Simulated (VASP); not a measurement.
# AlN (R-3m) in VASP: notebook

AlN is run at these levels: PBE, r2SCAN; tasks: single point.

Everything below comes from runs of VASP 6.6.1. Logs are shortened: lines on timing, memory, paths and dates and some standing lists are left out, and cuts for length are marked.

**1. The cell of the first run**

Symmetry: R-3m, No. 166, trigonal system. Conventional cell: a = 2.884 Å, b = 2.884 Å, c = 6.984 Å, α = 90.00°, β = 90.00°, γ = 120.00°. Al (site symmetry -3m) has 6 N at 2.03 Å within 2.7 Å. Within 2.7 Å of N (site symmetry -3m) lie 6 Al at 2.03 Å.

**2. Single point, PBE (epitaxial 111 strain +1.0%)**

INCAR

```
PREC = Accurate
ENCUT = 520
EDIFF = 1E-7
ISMEAR = -1
SIGMA = 0.02
LREAL = False
LASPH = True
NELM = 80
ALGO = Normal
ISIF = 2
LWAVE = False
LCHARG = True
GGA = PE
LELF = True
LVHAR = True
NBANDS = 11
```

KPOINTS

```
regular mesh
0
Gamma
  10 10 10
```

POSCAR

```
AlN
1.0
   -0.0152594184      2.0237977183      2.0237977183
    2.0237977183     -0.0152594184      2.0237977183
    2.0237977183      2.0237977183     -0.0152594184
Al N
1 1
Direct
    0.0000000000      0.0000000000      0.0000000000
    0.5000000000      0.5000000000      0.5000000000
```

Potentials or basis: VASP PAW PBE potentials, release 64 (Al, N).

The run is started by

```sh
$ cat potpaw_PBE.64/Al/POTCAR potpaw_PBE.64/N/POTCAR > POTCAR
$ mpirun -np 1 vasp_std > vasp.out
```

OUTCAR:

```text
PREC = Accurate
   ENCUT = 520
   EDIFF = 1E-7
   ISMEAR = -1
   LREAL = False
   LASPH = True
   NELM = 80
   ISIF = 2
   GGA = PE

 ion  position               nearest neighbor table
   1  0.000  0.000  0.000-   2 2.03   2 2.03   2 2.03   2 2.03   2 2.03   2 2.03
   2  0.500  0.500  0.500-   1 2.03   1 2.03   1 2.03   1 2.03   1 2.03   1 2.03

  LATTYP: Found a trigonal (rhomboedric) cell.
 ALAT       =     2.8621228588
 COS(alpha) =     0.4924460100

  Lattice vectors:

 A1 = (  -0.0152594184,   2.0237977183,   2.0237977183)
 A2 = (   2.0237977183,  -0.0152594184,   2.0237977183)
 A3 = (   2.0237977183,   2.0237977183,  -0.0152594184)

Analysis of symmetry for initial positions (statically):
=====================================================================
 Subroutine PRICEL returns:
 Original cell was already a primitive cell.

 Routine SETGRP: Setting up the symmetry group for a
 trigonal (rhombohedral) supercell.

 Subroutine GETGRP returns: Found 12 space group operations
 (whereof 12 operations were pure point group operations)
 out of a pool of 12 trial point group operations.

The static configuration has the point symmetry D_3d.

Analysis of symmetry for dynamics (positions and initial velocities):
=====================================================================
 Subroutine PRICEL returns:
 Original cell was already a primitive cell.

 Routine SETGRP: Setting up the symmetry group for a
 trigonal (rhombohedral) supercell.

 Subroutine GETGRP returns: Found 12 space group operations
 (whereof 12 operations were pure point group operations)
 out of a pool of 12 trial point group operations.

The dynamic configuration has the point symmetry D_3d.

 Subroutine INISYM returns: Found 12 space group operations
 (whereof 12 operations are pure point group operations),
 and found     1 'primitive' translations

----------------------------------------------------------------------------------------

                                     Primitive cell

  volume of cell :      16.7655

  direct lattice vectors                    reciprocal lattice vectors
    -0.015259418  2.023797718  2.023797718    -0.244283429  0.246139317  0.246139317
     2.023797718 -0.015259418  2.023797718     0.246139317 -0.244283429  0.246139317
     2.023797718  2.023797718 -0.015259418     0.246139317  0.246139317 -0.244283429

  length of vectors
     2.862122859  2.862122859  2.862122859     0.425257005  0.425257005  0.425257005

  position of ions in fractional coordinates (direct lattice)
     0.000000000  0.000000000  0.000000000
     0.500000000  0.500000000  0.500000000

  ion indices of the primitive-cell ions
   primitive index   ion index
                 1           1
                 2           2

----------------------------------------------------------------------------------------

 KPOINTS: regular mesh

Automatic generation of k-mesh.
 Grid dimensions read from file:
 generate k-points for:   10   10   10

 Generating k-lattice:

  Cartesian coordinates                     Fractional coordinates (reciprocal lattice)
    -0.024428343  0.024613932  0.024613932     0.100000000  0.000000000 -0.000000000
     0.024613932 -0.024428343  0.024613932     0.000000000  0.100000000 -0.000000000
     0.024613932  0.024613932 -0.024428343     0.000000000  0.000000000  0.100000000

  Length of vectors
     0.042525701  0.042525701  0.042525701

  Shift w.r.t. Gamma in fractional coordinates (k-lattice)
     0.000000000  0.000000000  0.000000000

 Subroutine IBZKPT returns following result:
 ===========================================

 Found    116 irreducible k-points:

 Following reciprocal coordinates:
            Coordinates               Weight
  0.000000  0.000000  0.000000      1.000000
  0.100000  0.000000  0.000000      6.000000
  0.200000  0.000000  0.000000      6.000000
  0.300000  0.000000 -0.000000      6.000000
  0.400000  0.000000  0.000000      6.000000
  0.500000  0.000000 -0.000000      3.000000
[... 16 lines left out ...]
  0.300000  0.300000 -0.000000      6.000000
  0.400000  0.300000  0.000000     12.000000
 [... further k-points ...]
   k-points           NKPTS =    116   k-points in BZ     NKDIM =    116   number of bands    NBANDS=     11
   number of dos      NEDOS =    301   number of ions     NIONS =      2
   total plane-waves  NPLWV =  13824
   dimension x,y,z NGX =    24 NGY =   24 NGZ =   24
   dimension x,y,z NGXF=    48 NGYF=   48 NGZF=   48
   ions per type =               1   1
   NGX,Y,Z   is equivalent  to a cutoff of  13.94, 13.94, 13.94 a.u.
   NGXF,Y,Z  is equivalent  to a cutoff of  27.88, 27.88, 27.88 a.u.
 SYSTEM =  unknown system
   PREC   = accura    normal or accurate (medium, high low for compatibility)
   ISTART =      0    job   : 0-new  1-cont  2-samecut
   ICHARG =      2    charge: 1-file 2-atom 10-const
   ISPIN  =      1    spin polarized calculation?
   LNONCOLLINEAR =      F non collinear calculations
   LSORBIT =      F    spin-orbit coupling
   LASPH  =      T    aspherical Exc in radial PAW
   ENCUT  =  520.0 eV  38.22 Ry    6.18 a.u.   5.32  5.32  5.32*2*pi/ulx,y,z
   NELM   =     80;   NELMIN=  2; NELMDL= -5     # of ELM steps
   EDIFF  = 0.1E-06   stopping-criterion for ELM
   LREAL  =      F    real-space projection
   EDIFFG = 0.1E-05   stopping-criterion for IOM
   NSW    =      0    number of steps for IOM
   IBRION =     -1    ionic relax: 0-MD 1-quasi-New 2-CG
   NFREE  =      0    steps in history (QN), initial steepest desc. (CG)
   ISIF   =      2    stress and relaxation
   ISYM   =      2    0-nonsym 1-usesym 2-fastsym
   POTIM  = 0.5000    time-step for ionic-motion
   TEBEG  =    0.0;   TEEND  =   0.0 temperature during run
   PSTRESS=    0.0 pullay stress
   NELECT =       8.0000    total number of electrons
   NUPDOWN=      -1.0000    fix difference up-down
   EMIN   =  10.00;   EMAX   =-10.00  energy-range for DOS
   EFERMI =   0.00;   METHOD = LEGACY
   ISMEAR =    -1;   SIGMA  =   0.02  broadening in eV -4-tet -1-fermi 0-gaus
   EFERMI_NEDOS =   21; number of points for ismear=-14 and -15
   IALGO  =     38    algorithm
   IMIX   =      4    mixing-type and parameters
     AMIX     =   0.40;   BMIX     =  1.00
     AMIX_MAG =   1.60;   BMIX_MAG =  1.00
  volume/ion in A,a.u.               =       8.38        56.57
  Fermi-wavevector in a.u.,A,eV,Ry     =   1.279282  2.417493 22.266787  1.636563
  Thomas-Fermi vector in A             =   2.411776
   LORBIT       =      0    0 simple, 1 ext, 2 COOP (PROOUT), +10 PAW based schemes
   GGA     = PE    functional components
   LHFCALC =     F    Hartree Fock is set to
   AEXX    =    0.0000 exact exchange contribution
   IVDW    =     0    specifies the selected vdW correction
   LEPSILON=     F    determine dielectric tensor
   LRPA    =     F    only Hartree local field effects (RPA)
 non-spin polarized calculation
  energy-cutoff  :      520.00
  volume of cell :       16.77
 maximum number of plane-waves:       465
 NGX is ok and might be reduce to    24
   NGX = 11   NGY = 11   NGZ = 11

 number of electron       7.9999999 magnetization

 Free energy of the ion-electron system (eV)
  ---------------------------------------------------
  ext. energy  EPLUGINS =         0.00000000
  ---------------------------------------------------
  free energy    TOTEN  =       -14.54285379 eV

  energy without entropy =      -14.54285379  energy(sigma->0) =      -14.54285379

 E-fermi :  10.2566     XC(G=0): -12.2179

 val. band max:        9.8792299416   @ k =   0.0000   0.0000   0.0000
 cond. band min:      14.2269613246   @ k =   0.5000   0.5000  -0.0000
 fundamental gap:      4.3477313830
 Fermi energy:        10.2566355453

 k-point     1 :       0.0000    0.0000    0.0000
  band No.  band energies     occupation
      1      -7.6448      2.00000
      2       9.7261      2.00000
      3       9.7261      2.00000
      4       9.8792      2.00000
      5      15.2424      0.00000
      6      21.7830      0.00000
      7      21.7830      0.00000
      8      22.1352      0.00000
      9      26.9848      0.00000
     10      27.4624      0.00000
     11      27.4624      0.00000

 k-point     2 :       0.1000    0.0000    0.0000
  band No.  band energies     occupation
      1      -7.4437      2.00000
      2       8.7209      2.00000
      3       9.6103      2.00000
      4       9.7439      2.00000
      5      15.8877      0.00000
      6      20.9379      0.00000
      7      22.0848      0.00000
      8      22.3789      0.00000
      9      25.8095      0.00000
     10      25.9061      0.00000
     11      27.8744      0.00000

 k-point     3 :       0.2000    0.0000    0.0000
  band No.  band energies     occupation
      1      -6.8586      2.00000
      2       6.5948      2.00000
      3       9.3291      2.00000
      4       9.4512      2.00000
      5      16.5893      0.00000
      6      20.4145      0.00000
      7      22.2931      0.00000
      8      22.4639      0.00000
      9      25.1577      0.00000
     10      25.4269      0.00000
     11      27.1872      0.00000

 k-point     4 :       0.3000    0.0000   -0.0000
  band No.  band energies     occupation
      1      -5.9633      2.00000
      2       4.2963      2.00000
      3       9.0171      2.00000
      4       9.1274      2.00000
      5      16.3804      0.00000
      6      21.3015      0.00000
      7      21.5651      0.00000
      8      21.6897      0.00000
      9      26.3717      0.00000
     10      26.5946      0.00000
     11      26.9638      0.00000
[... 239 lines left out ...]
 k-point    22 :      -0.2000    0.2000    0.0000
  band No.  band energies     occupation
      1      -5.6782      2.00000
      2       4.8378      2.00000
      3       6.8617      2.00000
      4       9.1606      2.00000
      5      18.3585      0.00000
      6      19.7338      0.00000
      7      20.4692      0.00000
      8      22.2676      0.00000
      9      24.8365      0.00000
     10      28.6393      0.00000
     11      30.1225      0.00000

 k-point    23 :       0.3000    0.3000   -0.0000
  band No.  band energies     occupation
      1      -5.4236      2.00000
      2       5.0035      2.00000
      3       7.7117      2.00000
      4       7.8565      2.00000
      5      16.3833      0.00000
      6      16.6114      0.00000
      7      21.3630      0.00000
      8      25.1928      0.00000
      9      25.3016      0.00000
     10      30.1851      0.00000
     11      33.6298      0.00000

 k-point    24 :       0.4000    0.3000    0.0000
  band No.  band energies     occupation
      1      -4.6821      2.00000
      2       3.9786      2.00000
      3       6.9616      2.00000
      4       7.6038      2.00000
      5      15.9186      0.00000
      6      16.5607      0.00000
      7      21.8134      0.00000
      8      25.2553      0.00000
      9      25.9055      0.00000
     10      31.4659      0.00000
     11      34.3296      0.00000

 [... further k-points ...]
[... 5 lines left out ...]
  --------------------------------------------------------------------------------------
  -------------------------------------------------------------------------------------
  Total        0.1246703      0.1246703      0.1246703      0.2396098      0.2396098      0.2396098
  in kB       11.9140114     11.9140114     11.9140114     22.8981090     22.8981090     22.8981090
  external PRESSURE =      11.9140114 kB  Pullay stress =       0.0000000 kB

 VOLUME and BASIS-vectors are now :
 -----------------------------------------------------------------------------
  energy-cutoff  :      520.00
  volume of cell :       16.77
      direct lattice vectors                 reciprocal lattice vectors
    -0.015259418  2.023797718  2.023797718    -0.244283429  0.246139317  0.246139317
     2.023797718 -0.015259418  2.023797718     0.246139317 -0.244283429  0.246139317
     2.023797718  2.023797718 -0.015259418     0.246139317  0.246139317 -0.244283429

 POSITION                                       TOTAL-FORCE (eV/Angst)
 -----------------------------------------------------------------------------------
      0.00000      0.00000      0.00000        -0.000000      0.000000     -0.000000
      2.01617      2.01617      2.01617         0.000000     -0.000000      0.000000
 -----------------------------------------------------------------------------------
    total drift:                               -0.000000     -0.000000      0.000000

  FREE ENERGIE OF THE ION-ELECTRON SYSTEM (eV)
  ---------------------------------------------------
  free  energy   TOTEN  =       -14.5428537926 eV

  energy  without entropy=      -14.5428537926  energy(sigma->0) =      -14.54285379
```

It took 15 s on 1 thread of Intel Xeon 8259CL, shared host; peak memory 0.15 GiB.

What came out:

```
Free energy            : -14.5429 eV
Pressure               : 1.2 GPa
Band gap on the k mesh : 4.35 eV, indirect (least direct gap 5.36 eV)
```

Caveat: the cell differs from its parent crystal (epitaxial 111 strain +1.0%). A k mesh can miss the band edges.

**3. Single point, PBE (epitaxial 111 strain +2.0%)**

INCAR

```
ALGO = Normal ; EDIFF = 1E-6
ENCUT = 520 ; GGA = PE
ISIF = 2 ; ISMEAR = -1
LASPH = True ; LCHARG = False
LREAL = False ; LWAVE = False
NBANDS = 11 ; NELM = 80
PREC = Accurate ; SIGMA = 0.02
```

KPOINTS

```
k-points
0
Gamma
  10 10 10
```

POSCAR

```
AlN
1.0
   -0.0305421262      2.0287036950      2.0287036950
    2.0287036950     -0.0305421262      2.0287036950
    2.0287036950      2.0287036950     -0.0305421262
Al N
1 1
Direct
    0.0000000000      0.0000000000      0.0000000000
    0.5000000000      0.5000000000      0.5000000000
```

Potentials or basis: VASP PAW PBE potentials, release 64 (Al, N).

The run is started by

```sh
$ cat potpaw_PBE.64/Al/POTCAR potpaw_PBE.64/N/POTCAR > POTCAR
$ mpirun -np 1 vasp_std > vasp.out
```

Run time: 14 s. Hardware: 1 thread of Intel Xeon 8259CL, shared host; peak memory 0.15 GiB.

Results (log left out):

```
Free energy            : -14.5330 eV
Pressure               : -3.3 GPa
Band gap on the k mesh : 4.04 eV, indirect (least direct gap 4.99 eV)
```

Stress tensor (GPa, compression positive):
```
-3.32  4.39  4.39
 4.39 -3.32  4.39
 4.39  4.39 -3.32
```

Levels at points of the mesh, in eV from the valence-band top:
```tsv
k point	band 1	band 2	band 3	band 4	band 5	band 6	band 7	band 8	band 9
(0.00, 0.00, 0.00)	-17.46	-0.30	-0.30	0.00	4.99	11.64	11.64	12.35	16.85
(0.50, 0.00, 0.00)	-14.36	-8.35	-1.26	-1.07	5.81	10.53	10.80	12.53	15.63
(0.50, 0.50, 0.00)	-13.39	-7.36	-3.06	-2.76	4.04	5.21	13.42	16.46	16.64
(0.50, 0.50, 0.50)	-14.21	-8.13	-1.36	-1.36	5.44	10.20	10.20	12.80	15.32
```

Caveat: the cell differs from its parent crystal (epitaxial 111 strain +2.0%). A k mesh can miss the band edges.

(Part 1 of 3 ends here.)
